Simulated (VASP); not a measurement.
# NiO2 (R-3m) in VASP: notebook, part 2 of 2

VASP 6.6.1. Earlier steps stand in the parts before.

### 3 Single point, PBEsol, collinear spin, ferromagnetic start

This run uses another cell than the first one, of 16.78 Å³/atom.

Contents of INCAR:

```
  PREC = Accurate
  ENCUT = 520
  EDIFF = 1E-6
  ISMEAR = -1
  SIGMA = 0.05
  LREAL = F
  LASPH = T
  NELM = 150
  ALGO = Normal
  ISIF = 2
  LWAVE = F
  LCHARG = T
  ISPIN = 2
  MAGMOM = 1 0 0
  LORBIT = 11
  LMAXMIX = 4
  GGA = PS
  LELF = T
  LVHAR = T
  NBANDS = 22
```

Contents of KPOINTS:

```
Automatic mesh
0
Gamma
  11 11 11
```

Contents of POSCAR:

```
NiO2
1.0
    1.4296286026      0.8253964585      7.1110803605
   -1.4296286026      0.8253964585      7.1110803605
    0.0000000000     -1.6507929171      7.1110803605
Ni O
1 2
Direct
    0.0000000000      0.0000000000      0.0000000000
    0.3787890000      0.3787890000      0.3787890000
    0.6212110000      0.6212110000      0.6212110000
```

Potentials or basis: VASP PAW PBE potentials, release 64 (Ni, O).

Launch:

```bash
$ cat potpaw_PBE.64/Ni/POTCAR potpaw_PBE.64/O/POTCAR > POTCAR
$ mpirun -np 1 vasp_std > vasp.out
```

OUTCAR:

```text
PREC = Accurate
   ENCUT = 520
   EDIFF = 1E-6
   ISMEAR = -1
   LREAL = F
   LASPH = T
   NELM = 150
   ISIF = 2
   ISPIN = 2
   LORBIT = 11
   GGA = PS

 ion  position               nearest neighbor table
   1  0.000  0.000  0.000-   3 1.91   2 1.91   3 1.91   3 1.91   2 1.91   2 1.91
   2  0.379  0.379  0.379-   1 1.91   1 1.91   1 1.91
   3  0.621  0.621  0.621-   1 1.91   1 1.91   1 1.91

  LATTYP: Found a trigonal (rhomboedric) cell.
 ALAT       =     7.3001767889
 COS(alpha) =     0.9232974685

  Lattice vectors:

 A1 = (   1.4296286026,   0.8253964585,   7.1110803605)
 A2 = (  -1.4296286026,   0.8253964585,   7.1110803605)
 A3 = (   0.0000000000,  -1.6507929171,   7.1110803605)

Analysis of symmetry for initial positions (statically):
=====================================================================
 Subroutine PRICEL returns:
 Original cell was already a primitive cell.

 Routine SETGRP: Setting up the symmetry group for a
[... 1397 lines left out ...]

 [... further k-points ...]

------------------------ aborting loop because EDIFF is reached ----------------------------------------

  FORCE on cell =-STRESS in cart. coord.  units (eV):
  Direction    XX          YY          ZZ          XY          YZ          ZX
  --------------------------------------------------------------------------------------
  -------------------------------------------------------------------------------------
  Total       -3.3072181     -3.3072181     -2.2483272      0.0000000      0.0000000     -0.0000000
  in kB     -105.2448240   -105.2448240    -71.5479887      0.0000000      0.0000000     -0.0000000
  external PRESSURE =     -94.0125456 kB  Pullay stress =       0.0000000 kB

 VOLUME and BASIS-vectors are now :
 -----------------------------------------------------------------------------
  energy-cutoff  :      520.00
  volume of cell :       50.35
      direct lattice vectors                 reciprocal lattice vectors
     1.429628603  0.825396458  7.111080360     0.349741184  0.201923167  0.046875203
    -1.429628603  0.825396458  7.111080360    -0.349741184  0.201923167  0.046875203
     0.000000000 -1.650792917  7.111080360     0.000000000 -0.403846333  0.046875203

 POSITION                                       TOTAL-FORCE (eV/Angst)
 -----------------------------------------------------------------------------------
      0.00000      0.00000      0.00000         0.000000      0.000000     -0.000000
      0.00000     -0.00000      8.08080         0.000000      0.000000     -1.131719
      0.00000     -0.00000     13.25244         0.000000     -0.000000      1.131719
 -----------------------------------------------------------------------------------
    total drift:                                0.000000     -0.000000      0.000000

  FREE ENERGIE OF THE ION-ELECTRON SYSTEM (eV)
  ---------------------------------------------------
  free  energy   TOTEN  =       -18.6302554674 eV

  energy  without entropy=      -18.6302531240  energy(sigma->0) =      -18.63025430

 total charge

# of ion       s       p       d       tot
------------------------------------------
    1        0.476   0.719   8.162   9.358
    2        1.588   3.270   0.000   4.858
    3        1.588   3.270   0.000   4.858
--------------------------------------------------
tot          3.652   7.259   8.162  19.074

 magnetization (x)

# of ion       s       p       d       tot
------------------------------------------
    1       -0.000  -0.000   0.000   0.000
    2        0.000   0.000   0.000   0.000
    3        0.000   0.000   0.000   0.000
--------------------------------------------------
tot          0.000  -0.000   0.000   0.000
```

OSZICAR:

```text
N       E                     dE             d eps       ncg     rms          rms(c)
DAV:   1     0.168678797725E+03    0.16868E+03   -0.10177E+04 12872   0.101E+03
DAV:   2    -0.889704633635E+01   -0.17758E+03   -0.16145E+03 13820   0.270E+02
DAV:   3    -0.260789208307E+02   -0.17182E+02   -0.16899E+02 15538   0.913E+01
DAV:   4    -0.263408088410E+02   -0.26189E+00   -0.26174E+00 14152   0.121E+01
DAV:   5    -0.263458345606E+02   -0.50257E-02   -0.50255E-02 16104   0.163E+00    0.272E+01
DAV:   6    -0.343165066190E+02   -0.79707E+01   -0.40754E+01 16484   0.140E+02    0.485E+01
DAV:   7    -0.191658410174E+02    0.15151E+02   -0.15537E+01 15116   0.776E+01    0.105E+01
DAV:   8    -0.186973812532E+02    0.46846E+00   -0.40218E+00 16654   0.415E+01    0.490E+00
DAV:   9    -0.187359805278E+02   -0.38599E-01   -0.11631E+00 17080   0.247E+01    0.364E+00
DAV:  10    -0.186305538250E+02    0.10543E+00   -0.20008E-01 14682   0.997E+00    0.967E-01
DAV:  11    -0.186308239191E+02   -0.27009E-03   -0.45258E-02 16820   0.442E+00    0.422E-01
DAV:  12    -0.186303310188E+02    0.49290E-03   -0.10011E-02 13696   0.136E+00    0.115E-01
DAV:  13    -0.186302767841E+02    0.54235E-04   -0.11179E-03 17096   0.276E-01    0.451E-02
DAV:  14    -0.186302680602E+02    0.87239E-05   -0.96881E-05 14312   0.874E-02    0.303E-02
DAV:  15    -0.186302561208E+02    0.11939E-04   -0.14746E-05 16286   0.860E-02    0.660E-03
DAV:  16    -0.186302554674E+02    0.65341E-06   -0.33810E-06 14414   0.127E-02
   1 F= -.18630255E+02 E0= -.18630254E+02  d E =-.234337E-05  mag=     0.0000
```

Wall time 27 min (1 thread of Intel Xeon Platinum 8259CL at 2.50GHz (Skylake/Cascade Lake), shared host); peak memory 0.66 GiB.

Results:

| Item | Value |
| --- | --- |
| Free energy | -18.6303 eV |
| Pressure | -9.4 GPa |
| Largest force | 1.132 eV/Å |
| Band gap on the k mesh | 1.15 eV (least direct gap 1.38 eV) |
| Net moment | 0.00 μB per cell |
| Valence electrons inside the program's atomic spheres | Ni 9.36; O 4.86 |

Forces in eV/Å, atoms in the order of the input:
```
Ni   0.000  0.000  0.000
O    0.000  0.000 -1.132
O    0.000  0.000  1.132
```

Stress tensor (GPa, compression positive):
```
-10.52   0.00   0.00
  0.00 -10.52   0.00
  0.00   0.00  -7.15
```

Caveat: the cell stands under tension; the PAW data sets were made with another functional, which shifts forces and pressure a little; an odd mesh through Γ misses points on the zone boundary, where band edges can lie.

### 4 Single point, PBEsol, collinear spin, ferromagnetic start

This run uses another cell than the first one, of 14.88 Å³/atom.

Contents of INCAR:

```
ALGO = Normal
EDIFF = 1E-7
ENCUT = 520
GGA = PS
ISIF = 2
ISMEAR = -1
ISPIN = 2
LASPH = True
LCHARG = False
LMAXMIX = 4
LORBIT = 11
LREAL = False
LWAVE = False
MAGMOM = 1 0 0
NBANDS = 22
NELM = 150
PREC = Accurate
SIGMA = 0.05
```

Contents of KPOINTS:

```
k-points
0
Gamma
  11 11 11
```

Contents of POSCAR:

```
NiO2
1.0
    1.3735059906      0.7929940534      6.8319222610
   -1.3735059906      0.7929940534      6.8319222610
    0.0000000000     -1.5859881068      6.8319222610
Ni O
1 2
Direct
    0.0000000000      0.0000000000      0.0000000000
    0.3787890000      0.3787890000      0.3787890000
    0.6212110000      0.6212110000      0.6212110000
```

Launch:

```bash
$ cat potpaw_PBE.64/Ni/POTCAR potpaw_PBE.64/O/POTCAR > POTCAR
$ mpirun -np 1 vasp_std > vasp.out
```

Wall time 30 min (1 thread of Intel Xeon Platinum 8259CL at 2.50GHz (Skylake/Cascade Lake), shared host); peak memory 0.63 GiB.

It converged, with:

| Quantity | Value |
| --- | --- |
| Free energy | -18.7305 eV |
| Pressure | 5.1 GPa |
| Largest force | 0.455 eV/Å |
| Band gap on the k mesh | 1.34 eV (least direct gap 1.63 eV) |
| Net moment | 0.00 μB per cell |
| Valence electrons inside the program's atomic spheres | Ni 9.73; O 4.93 |

Forces in eV/Å, atoms in the order of the input:
```
Ni   0.000  0.000  0.000
O    0.000  0.000  0.455
O    0.000  0.000 -0.455
```

Stress tensor (GPa, compression positive):
```
6.24 0.00 0.00
0.00 6.24 0.00
0.00 0.00 2.85
```

Levels at points of the mesh, in eV from the valence-band top:
Spin up:
```csv
k point,band 7,band 8,band 9,band 10,band 11,band 12,band 13,band 14,band 15,band 16
"(0.00, 0.00, 0.00)",-2.12,-1.34,-0.95,-0.95,-0.09,2.55,2.55,7.15,10.76,11.07
```
Spin down:
| k point | band 8 | band 9 | band 10 | band 11 | band 12 | band 13 | band 14 | band 15 |
| --- | --- | --- | --- | --- | --- | --- | --- | --- |
| (0.00, 0.00, 0.00) | -1.34 | -0.95 | -0.95 | -0.09 | 2.55 | 2.55 | 7.15 | 10.76 |

Caveat: the cell stands under pressure; the PAW data sets were made with another functional, which shifts forces and pressure a little; an odd mesh through Γ misses points on the zone boundary, where band edges can lie.

### 5 Single point, PBEsol, collinear spin, ferromagnetic start

This run uses another cell than the first one, of 15.20 Å³/atom.

Contents of INCAR:

```
SYSTEM = NiO2
ALGO = Normal
EDIFF = 1E-7
ENCUT = 520
GGA = PS
ISIF = 2
ISMEAR = -1
ISPIN = 2
LASPH = .True.
LCHARG = .True.
LELF = .True.
LMAXMIX = 4
LORBIT = 11
LREAL = .False.
LVHAR = .True.
LWAVE = .False.
MAGMOM = 1 0 0
NBANDS = 22
NELM = 150
PREC = Accurate
SIGMA = 0.05
```

Contents of KPOINTS:

```
k-points
0
Gamma
  11 11 11
  0 0 0
```

Contents of POSCAR:

```
NiO2
1.0
    1.3831788867      0.7985787026      6.8800359748
   -1.3831788867      0.7985787026      6.8800359748
    0.0000000000     -1.5971574051      6.8800359748
Ni O
1 2
Direct
    0.0000000000      0.0000000000      0.0000000000
    0.3787890000      0.3787890000      0.3787890000
    0.6212110000      0.6212110000      0.6212110000
```

Launch:

```bash
$ cat potpaw_PBE.64/Ni/POTCAR potpaw_PBE.64/O/POTCAR > POTCAR
$ mpirun -np 1 vasp_std > vasp.out
```

It took 30 min on 1 thread of Intel Xeon Platinum 8259CL at 2.50GHz (Skylake/Cascade Lake), shared host; peak memory 0.63 GiB.

It converged, with:

```yaml
Free_energy: -18.7523 eV
Pressure: 1.9 GPa
Largest_force: 0.131 eV/Å
Band_gap_on_the_k_mesh: 1.30 eV (least direct gap 1.58 eV)
Net_moment: 0.00 μB per cell
Valence_electrons_inside_the_program's_atomic_spheres: Ni 9.65; O 4.92
```

Forces on the atoms (eV/Å):
```
Ni   0.000  0.000  0.000
O    0.000  0.000  0.131
O    0.000  0.000 -0.131
```

Stress tensor (GPa, compression positive):
```
2.58 0.00 0.00
0.00 2.58 0.00
0.00 0.00 0.67
```

Levels at points of the mesh, in eV from the valence-band top:
Spin up:
| k point | band 9 | band 10 | band 11 | band 12 | band 13 | band 14 |
| --- | --- | --- | --- | --- | --- | --- |
| (0.00, 0.00, 0.00) | -0.92 | -0.92 | -0.09 | 2.48 | 2.48 | 7.12 |
Spin down:
```tsv
k point	band 7	band 8	band 9	band 10	band 11	band 12	band 13	band 14	band 15	band 16
(0.00, 0.00, 0.00)	-2.06	-1.28	-0.92	-0.92	-0.09	2.48	2.48	7.12	10.63	10.88
```

Caveat: the PAW data sets were made with another functional, which shifts forces and pressure a little; an odd mesh through Γ misses points on the zone boundary, where band edges can lie.

### 6 Overview

```csv
cell,gap on the mesh (eV),pressure (GPa),moment (μB),largest force (eV/Å)
"a = 7.254 Å, angles 22.6°, 3 atoms",1.17,-7.6,0.00,0.92
"a = 7.300 Å, angles 22.6°, 3 atoms",1.15,-9.4,0.00,1.13
"a = 7.014 Å, angles 22.6°, 3 atoms",1.34,5.1,0.00,0.46
"a = 7.063 Å, angles 22.6°, 3 atoms",1.30,1.9,0.00,0.13
```

Alike in all rows: task single point; level PBEsol; potentials or basis VASP PAW PBE potentials, release 64 (Ni, O); spin collinear, ferromagnetic start; k mesh 11 × 11 × 11; cutoff (eV) 520; smearing fermi-dirac 0.05 eV.

Caveats: the PAW data sets were made with another functional, which shifts forces and pressure a little; an odd mesh through Γ misses points on the zone boundary, where band edges can lie; the cell stands under tension (at least some runs); the cell stands under pressure (at least some runs).

Total energies depend on the potentials used, so only differences within one code and one set of settings carry meaning.
